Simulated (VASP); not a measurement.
# HfSn2S6 (P-3m1) in VASP: a series of runs, part 2 of 2

VASP 6.6.1. Earlier steps stand in the parts before.

## Step 3: Single point, PBE

This run uses another cell than the first one, of 26.67 Å³/atom.

Input file INCAR:

```
SYSTEM = HfSn2S6
  ALGO = Normal
  EDIFF = 1E-6
  ENCUT = 520
  GGA = PE
  ISIF = 2
  ISMEAR = 0
  LASPH = .TRUE.
  LCHARG = .FALSE.
  LREAL = .FALSE.
  LWAVE = .FALSE.
  NBANDS = 47
  NELM = 60
  PREC = Accurate
  SIGMA = 0.02
```

Input file KPOINTS:

```
k-points
0
G
  12 12 2
  0 0 0
```

Input file POSCAR:

```
HfSn2S6
1.0
    3.6843341846      0.0000000000      0.0000000000
   -1.8421670923      3.1907269999      0.0000000000
    0.0000000000      0.0000000000     20.4166230668
Hf Sn S
1 2 6
Direct
    0.0000000000      0.0000000000      0.5000000000
    0.0000000000      0.0000000000      0.8318259473
    0.0000000000      0.0000000000      0.1681740527
    0.3333333333      0.6666666667      0.9045602579
    0.3333333333      0.6666666667      0.2409120518
    0.3333333333      0.6666666667      0.5701019164
    0.6666666667      0.3333333333      0.0954397421
    0.6666666667      0.3333333333      0.4298980836
    0.6666666667      0.3333333333      0.7590879482
```

Potentials or basis: VASP PAW PBE potentials, release 64 (Hf_pv, Sn_d, S).

The run is started by

```
cat potpaw_PBE.64/Hf_pv/POTCAR potpaw_PBE.64/Sn_d/POTCAR potpaw_PBE.64/S/POTCAR > POTCAR
mpirun -np 1 vasp_std > vasp.out
```

OUTCAR:

```text
SYSTEM = HfSn2S6
   EDIFF = 1E-6
   ENCUT = 520
   GGA = PE
   ISIF = 2
   ISMEAR = 0
   LASPH = .TRUE.
   LREAL = .FALSE.
   NELM = 60
   PREC = Accurate

 ion  position               nearest neighbor table
   1  0.000  0.000  0.500-   6 2.56   8 2.56   8 2.56   6 2.56   8 2.56   6 2.56
   2  0.000  0.000  0.832-   4 2.59   4 2.59   4 2.59   9 2.59   9 2.59   9 2.59
   3  0.000  0.000  0.168-   7 2.59   7 2.59   7 2.59   5 2.59   5 2.59   5 2.59
   4  0.333  0.667  0.905-   2 2.59   2 2.59   2 2.59
   5  0.333  0.667  0.241-   3 2.59   3 2.59   3 2.59
   6  0.333  0.667  0.570-   1 2.56   1 2.56   1 2.56
[... 1419 lines left out ...]
  in kB       -2.3153853     -2.3153853     -1.7580188      0.0000000      0.0000000     -0.0000000
  external PRESSURE =      -2.1295965 kB  Pullay stress =       0.0000000 kB

 VOLUME and BASIS-vectors are now :
 -----------------------------------------------------------------------------
  energy-cutoff  :      520.00
  volume of cell :      240.01
      direct lattice vectors                 reciprocal lattice vectors
     3.684334185  0.000000000  0.000000000     0.271419461  0.156704099  0.000000000
    -1.842167092  3.190727000  0.000000000     0.000000000  0.313408198  0.000000000
     0.000000000  0.000000000 20.416623067     0.000000000  0.000000000  0.048979696

 POSITION                                       TOTAL-FORCE (eV/Angst)
 -----------------------------------------------------------------------------------
      0.00000      0.00000     10.20831         0.000000      0.000000     -0.000000
      0.00000      0.00000     16.98308         0.000000      0.000000     -0.000426
      0.00000      0.00000      3.43355        -0.000000      0.000000      0.000426
     -0.00000      2.12715     18.46807        -0.000000      0.000000     -0.014230
     -0.00000      2.12715      4.91861         0.000000     -0.000000     -0.014586
     -0.00000      2.12715     11.63956         0.000000      0.000000     -0.063008
      1.84217      1.06358      1.94856         0.000000     -0.000000      0.014230
      1.84217      1.06358      8.77707         0.000000     -0.000000      0.063008
      1.84217      1.06358     15.49801        -0.000000      0.000000      0.014586
 -----------------------------------------------------------------------------------
    total drift:                               -0.000000      0.000000      0.000000

  FREE ENERGIE OF THE ION-ELECTRON SYSTEM (eV)
  ---------------------------------------------------
  free  energy   TOTEN  =       -49.3677206412 eV

  energy  without entropy=      -49.3677206412  energy(sigma->0) =      -49.36772064
```

OSZICAR:

```text
N       E                     dE             d eps       ncg     rms          rms(c)
DAV:   1     0.733661974611E+03    0.73366E+03   -0.33626E+04  3727   0.170E+03
DAV:   2     0.720002455294E+02   -0.66166E+03   -0.63709E+03  3780   0.458E+02
DAV:   3    -0.450078472270E+02   -0.11701E+03   -0.11309E+03  4293   0.170E+02
DAV:   4    -0.520849440827E+02   -0.70771E+01   -0.70098E+01  4378   0.446E+01
DAV:   5    -0.523383003395E+02   -0.25336E+00   -0.25296E+00  5001   0.861E+00    0.482E+01
DAV:   6    -0.494948408839E+02    0.28435E+01   -0.68489E+00  4028   0.128E+01    0.343E+01
DAV:   7    -0.495580390442E+02   -0.63198E-01   -0.36720E+00  4280   0.805E+00    0.472E+00
DAV:   8    -0.493701600254E+02    0.18788E+00   -0.76986E-01  4162   0.479E+00    0.318E+00
DAV:   9    -0.493696180012E+02    0.54202E-03   -0.11416E-01  4512   0.131E+00    0.138E+00
DAV:  10    -0.493682398479E+02    0.13782E-02   -0.14753E-02  4352   0.691E-01    0.818E-01
DAV:  11    -0.493678343317E+02    0.40552E-03   -0.29000E-03  4320   0.264E-01    0.166E-01
DAV:  12    -0.493678160798E+02    0.18252E-04   -0.45537E-04  4512   0.877E-02    0.103E-01
DAV:  13    -0.493677779120E+02    0.38168E-04   -0.58076E-05  4576   0.373E-02    0.442E-02
DAV:  14    -0.493677438561E+02    0.34056E-04   -0.32562E-05  4627   0.338E-02    0.212E-02
DAV:  15    -0.493677306620E+02    0.13194E-04   -0.20993E-05  3896   0.197E-02    0.181E-02
DAV:  16    -0.493677230177E+02    0.76443E-05   -0.86060E-06  4498   0.181E-02    0.744E-03
DAV:  17    -0.493677203976E+02    0.26201E-05   -0.79127E-06  4192   0.143E-02    0.887E-03
DAV:  18    -0.493677206412E+02   -0.24367E-06   -0.59215E-06  3451   0.774E-03
   1 F= -.49367721E+02 E0= -.49367721E+02  d E =-.340376E-18
```

Wall time 6.6 min (1 thread of Intel Xeon Platinum 8375C at 2.90GHz (Ice Lake), shared host); peak memory 0.57 GiB.

What came out:

```yaml
Free_energy: -49.3677 eV
Pressure: -0.2 GPa
Largest_force: 0.063 eV/Å
Band_gap_on_the_k_mesh: 1.22 eV (least direct gap 1.76 eV)
```

Forces on the atoms (eV/Å):
```
Hf   0.000  0.000  0.000
Sn   0.000  0.000  0.000
Sn   0.000  0.000  0.000
S    0.000  0.000 -0.014
S    0.000  0.000 -0.015
S    0.000  0.000 -0.063
S    0.000  0.000  0.014
S    0.000  0.000  0.063
S    0.000  0.000  0.015
```

Caveat: spin-orbit coupling is left out, which moves the levels of the heavy elements; this functional lacks dispersion, which binds layers or chains, so the pressure and a relaxed spacing across them are unreliable. A k mesh can miss the band edges.
